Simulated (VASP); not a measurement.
Write the native input for VASP 6.6.1 that does the following.

| Quantity | Value |
| --- | --- |
| Task | electric field gradients |
| Functional | PBE |
| Potentials or basis | VASP PAW PBE potentials, release 64 (In_d, Se) |
| Cutoff | 520 eV |
| k mesh | 7 × 7 × 7 |
| Occupations | fermi-dirac, width 0.01 eV |
| Spin | no spin polarisation |
| Dipole correction | no |
| Further INCAR settings | ALGO = Normal; EDIFF = 1e-08; NBANDS = 27 |

The structure of InSe lies in POSCAR:

```
InSe
1.0
    1.9999996503      1.1547003365      8.3166700000
   -1.9999996503      1.1547003365      8.3166700000
    0.0000000000     -2.3094006730      8.3166700000
In Se
2 2
Direct
    0.0000000000      0.0000000000      0.0000000000
    0.1122000000      0.1122000000      0.1122000000
    0.6155000000      0.6155000000      0.6155000000
    0.8300000000      0.8300000000      0.8300000000
```

These files were run (other wordings do the same):

INCAR

```
  PREC = Accurate
  ENCUT = 520
  EDIFF = 1E-8
  ISMEAR = -1
  SIGMA = 0.01
  LREAL = False
  LASPH = True
  NELM = 100
  ALGO = Normal
  ISIF = 2
  LWAVE = False
  LCHARG = False
  GGA = PE
  LEFG = True
  NBANDS = 27
```

KPOINTS

```
regular mesh
0
Gamma
  7 7 7
```

Potentials or basis: VASP PAW PBE potentials, release 64 (In_d, Se).

Launch:

```bash
$ cat potpaw_PBE.64/In_d/POTCAR potpaw_PBE.64/Se/POTCAR > POTCAR
$ mpirun -np 1 vasp_std > vasp.out
```

It gave:

```yaml
Pressure: 2.9 GPa
Largest_force: 0.231 eV/Å
Band_gap_on_the_k_mesh: 0.73 eV, indirect (least direct gap 0.74 eV)
```

Caveat: without QUAD_EFG the Cq values of the log hold for a quadrupole moment of 1 mb, not for the nuclei; spin-orbit coupling is left out, which moves the levels of the heavy elements.

It took 6.6 min on 1 thread of Intel(R) Xeon(R) Platinum 8488C (Sapphire Rapids), on a shared host, peak memory 0.59 GiB.
